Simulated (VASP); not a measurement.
ZrS: single point with PBEsol

The system is ZrS.

```
Zr S
1.0
     0.00000    2.62500    2.62500
     2.62500    0.00000    2.62500
     2.62500    2.62500    0.00000
Zr S
1 1
Direct
  0.95714 0.95714 0.04286
  0.50000 0.50000 0.50000
```

This cell differs from its parent crystal: all Zr atoms moved +0.225 Å, as atom 1 towards its neighbour atom 2 (S) at 2.625 Å.

```yaml
Program: VASP 6.6.1
Task: single point
Functional: PBEsol
Potentials_or_basis: VASP PAW PBE potentials, release 64 (Zr_sv, S)
Cutoff: 520 eV
k_mesh: 16 × 16 × 16
Occupations: gaussian, width 0.15 eV
Spin: no spin polarisation
Dipole_correction: no
Further_INCAR_settings: ALGO = Normal; EDIFF = 1e-07; NBANDS = 16
```

```
Pressure               : -3.2 GPa
Largest force          : 1.437 eV/Å
Band gap on the k mesh : zero (band 9 reaches 11.79 eV, above the bottom of band 10 at 9.42 eV)
```

Forces on the atoms (eV/Å):
```
Zr   0.000  0.000  1.437
S    0.000  0.000 -1.437
```

Stress tensor (GPa, compression positive):
```
-6.95  0.00  0.00
 0.00 -6.95  0.00
 0.00  0.00  4.37
```

Levels at points of the mesh, in eV from the Fermi level:
```tsv
k point	band 7	band 8	band 9	band 10	band 11	band 12
(0.00, 0.00, 0.00)	-3.80	-3.80	-1.23	-0.86	-0.86	-0.56
(0.50, 0.00, 0.00)	-5.87	-5.83	1.26	1.49	1.66	2.06
(0.50, 0.50, 0.00)	-4.39	-4.39	-3.37	0.68	2.34	2.39
(0.00, 0.50, 0.50)	-5.03	-4.45	-2.67	0.77	2.42	2.46
```

Wall time 110 s on 1 thread of Intel(R) Xeon(R) Platinum 8488C (Sapphire Rapids) (shared host), peak memory 0.31 GiB.

Caveat: the cell differs from its parent crystal (all Zr atoms moved +0.225 Å, as atom 1 towards its neighbour atom 2 (S) at 2.625 Å); the PAW data sets were made with another functional, which shifts forces and pressure a little.
